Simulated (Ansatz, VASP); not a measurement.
Given: the input of a run of Ansatz 0.2.0 on KCl.

The input input.yaml:

```yaml
crystal:
  lattice:
    - [0.0, 3.14647, 3.14647]
    - [3.14647, 0.0, 3.14647]
    - [3.14647, 3.14647, 0.0]
  atoms:
    - { symbol: K, position: [0.0, 0.0, 0.0] }
    - { symbol: Cl, position: [0.5, 0.5, 0.5] }
hamiltonian:
  xc: { exchange: pbe, correlation: pbe, exx: { coeff: 0.1, omega: 0.2 } }
  pseudopotentials: { kind: paw }
kpoints:
  mp_grid: { grid: [4, 4, 4] }
scf:
  occupations: { method: fermi_dirac, width: 0.05 }
output:
  forces: true
  stress: true
  eigenvalues: true
```

Potentials or basis: Ansatz PAW.

Run with:

```console
$ ansatz run input.yaml --threads 2 --pin off --max-ram 5632MiB --backend cpu --events-out ev --progress --plain --runs-dir out
```

Set up the same calculation for VASP 6.6.1. Potentials there: VASP PAW PBE potentials, release 64 (K_sv, Cl).

As run (the cutoff follows the program's own potentials):

POSCAR

```
KCl
1.0
    0.0000000000      3.1464700000      3.1464700000
    3.1464700000      0.0000000000      3.1464700000
    3.1464700000      3.1464700000      0.0000000000
K Cl
1 1
Direct
    0.0000000000      0.0000000000      0.0000000000
    0.5000000000      0.5000000000      0.5000000000
```

Contents of INCAR.step1:

```
  PREC = Accurate
  ENCUT = 520
  EDIFF = 1E-5
  ISMEAR = -1
  SIGMA = 0.05
  LREAL = F
  LASPH = T
  NELM = 60
  ALGO = Normal
  ISIF = 2
  LWAVE = T
  LCHARG = F
  NBANDS = 15
  GGA = PE
```

File INCAR.step2:

```
  PREC = Accurate
  ENCUT = 520
  EDIFF = 1E-7
  ISMEAR = -1
  SIGMA = 0.05
  LREAL = F
  LASPH = T
  NELM = 60
  ALGO = Normal
  ISIF = 2
  LWAVE = F
  LCHARG = F
  GGA = PE
  LHFCALC = T
  AEXX = 0.1
  HFSCREEN = 0.2
  PRECFOCK = Normal
  NBANDS = 15
  ISTART = 1
```

The input KPOINTS:

```
regular mesh
0
Gamma
  4 4 4
```

Potentials or basis: VASP PAW PBE potentials, release 64 (K_sv, Cl).

Run with:

```sh
$ cat potpaw_PBE.64/K_sv/POTCAR potpaw_PBE.64/Cl/POTCAR > POTCAR
$ cp INCAR.step1 INCAR
$ mpirun -np 1 vasp_std > vasp.out
$ cp INCAR.step2 INCAR
$ mpirun -np 1 vasp_std > vasp.out
```

Both were run:

|  | VASP | Ansatz | Ansatz less VASP |
| --- | --- | --- | --- |
| gap on the k mesh at the Fermi level (eV) | 5.71 | 5.72 | +0.002 |
| least direct gap on the mesh (eV) | 5.71 | 5.72 | +0.002 |
| pressure (GPa) | 0.7 | 0.6 | -0.03 |

VASP's potentials were made for PBE, not for PBE-based screened hybrid. With one functional, cell and mesh, what is left measures potentials, basis and numerics.

The k mesh is coarse, so the values compare programs but aren't converged.
